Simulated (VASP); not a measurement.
Cd: single point with LDA

Crystal: Cd.

```
CELL_PARAMETERS angstrom
2.97887 0.00000 0.00000
-1.48944 2.57978 0.00000
0.00000 0.00000 5.61765
ATOMIC_POSITIONS crystal
Cd 0.33333 0.66667 0.25000
Cd 0.66667 0.33333 0.75000
```

* Program: VASP 6.6.1
* Task: single point
* Functional: LDA
* Potentials or basis: VASP PAW LDA potentials, release 64 (Cd)
* Cutoff: 520 eV
* k mesh: 14 × 14 × 7
* Occupations: fermi-dirac, width 0.05 eV
* Spin: no spin polarisation
* Dipole correction: no
* Further INCAR settings: ALGO = Normal; EDIFF = 1e-06; NBANDS = 19

```
Pressure               : -3.8 GPa
Band gap on the k mesh : zero (bands 12 and 13 overlap by 4.33 eV)
```

Stress tensor (GPa, compression positive):
```
-4.08  0.00  0.00
 0.00 -4.08  0.00
 0.00  0.00 -3.29
```

Levels at points of the mesh, in eV from the Fermi level:
| k point | band 9 | band 10 | band 11 | band 12 | band 13 | band 14 | band 15 | band 16 |
| --- | --- | --- | --- | --- | --- | --- | --- | --- |
| (0.00, 0.00, 0.00) | -8.69 | -8.43 | -8.43 | -3.09 | -3.05 | 10.49 | 14.53 | 14.74 |
| (0.50, 0.00, 0.00) | -8.17 | -8.14 | -2.36 | -1.89 | 1.91 | 2.99 | 3.07 | 5.29 |

Wall time 22 s on 1 thread of Intel(R) Xeon(R) 6975P-C (Granite Rapids), with other jobs on the host, peak memory 0.18 GiB.

Caveat: the cell stands under tension.
